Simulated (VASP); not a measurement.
A run of VASP 6.6.1:

INCAR

```
SYSTEM = Ir
PREC = Accurate
ENCUT = 520
EDIFF = 1E-6
ISMEAR = 0
SIGMA = 0.1
LREAL = .False.
LASPH = .True.
NELM = 100
ALGO = Fast
ISIF = 2
LWAVE = .False.
LCHARG = .False.
GGA = PS
NBANDS = 16
```

File KPOINTS:

```
Automatic mesh
0
Gamma
  20 20 14
  0 0 0
```

File POSCAR:

```
Ir
1.0
    1.9533727870      1.9533727870      0.0000000000
   -1.9533727870      1.9533727870      0.0000000000
    0.0000000000      0.0000000000      3.7713220630
Ir
2
Direct
    0.0000000000      0.0000000000      0.0000000000
    0.5000000000      0.5000000000      0.5000000000
```

Potentials or basis: VASP PAW PBE potentials, release 64 (Ir).

Command:

```console
$ cat potpaw_PBE.64/Ir/POTCAR > POTCAR
$ mpirun -np 1 vasp_std > vasp.out
```

Hardware: 1 thread of Intel(R) Xeon(R) 6975P-C (Granite Rapids), on a shared host.

Task: Estimate the wall time of this run.

Result: It took 89 s on 1 thread of Intel(R) Xeon(R) 6975P-C (Granite Rapids), on a shared host, peak memory 0.31 GiB. Counts: scf iterations 16, k points 528.
